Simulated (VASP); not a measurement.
A run of VASP 6.6.1:

INCAR

```
  ALGO = Normal
  EDIFF = 1E-8
  ENCUT = 500
  GGA_COMPAT = F
  IBRION = 8
  ISIF = 2
  ISMEAR = 0
  LASPH = T
  LCHARG = F
  LREAL = F
  LWAVE = F
  NELM = 120
  NSW = 1
  PREC = Accurate
  SIGMA = 0.01
```

Contents of KPOINTS:

```
k-points
0
Gamma
  8 8 8
```

POSCAR

```
BP
1.0
    0.0000000000      2.2690000000      2.2690000000
    2.2690000000      0.0000000000      2.2690000000
    2.2690000000      2.2690000000      0.0000000000
B P
1 1
Direct
    0.0000000000      0.0000000000      0.0000000000
    0.2500000000      0.2500000000      0.2500000000
```

Potentials or basis: VASP PAW LDA potentials, release 64 (B, P).

Launch:

```console
$ cat potpaw_LDA.64/B/POTCAR potpaw_LDA.64/P/POTCAR > POTCAR
$ mpirun -np 1 vasp_std > vasp.out
```

Hardware: 1 thread of AMD EPYC 7R43 64-Core Processor (Zen 3) (shared host).

Question: How long does it take, and how much memory?

Answer: Run time: 44 s on 1 thread of AMD EPYC 7R43 64-Core Processor (Zen 3), on a shared host, peak memory 0.13 GiB. Counts: scf iterations 36, k points 29.
